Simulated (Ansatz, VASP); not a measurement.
# CsSnI3 in VASP and in Ansatz

```xyz
10
Lattice="6.9413 0.0420 -0.2305 0.0459 6.8212 -0.3677 -0.4356 -0.7368 12.6345" Properties=species:S:1:pos:R:3 pbc="T T T"
Cs    0.2788   -0.4941   -0.0806
Cs    0.4119   -0.7329    6.2339
Sn    3.5683    3.7997    3.1164
Sn    2.9585    2.6278    9.5352
I     6.3835    4.0206    2.3887
I     7.2529    2.8076    8.0844
I     3.9522    4.3386    6.0043
I     1.8892    2.1885   12.2433
I     2.8068    6.5859    2.5894
I     3.2560    5.4901   10.0666
```

Change from the starting cell: cell x2, atoms moved at random (sigma 0.1 Å) and cell strained at random (1.5 %), then relaxed without symmetry.

Alike in both runs: functional PBE; k mesh 2 × 2 × 1; occupations gaussian, width 0.1 eV; no spin polarisation.

Ansatz relaxed the structure, and its values are those at the end. VASP's run is a single point on that final structure, the one shown.

|  | VASP | Ansatz |
| --- | --- | --- |
| version | VASP 6.6.1 | Ansatz 0.2.0 |
| potentials or method | VASP PAW PBE potentials, release 64 (Cs_sv, Sn_d, I), cutoff 520 eV | scalar-relativistic, plane waves, PAW |
| valence electrons in the cell | 88 | 148 |

|  | VASP | Ansatz | Ansatz less VASP |
| --- | --- | --- | --- |
| gap on the k mesh at the Fermi level (eV) | 2.41 | 2.43 | +0.018 |
| least direct gap on the mesh (eV) | 2.44 | 2.46 | +0.020 |
| pressure (GPa) | 0.1 | 0.1 | -0.01 |
| rms of the force components (eV/Å) | 0.011 | 0.011 | -0.0001 |

With one functional, cell and mesh, what is left measures potentials, basis and numerics. VASP's potentials hold 88 valence electrons a cell and Ansatz's 148, so a difference there can come from the potentials and not from the codes.

The k mesh is coarse, so the values compare programs but aren't converged. Spin-orbit coupling is off throughout.
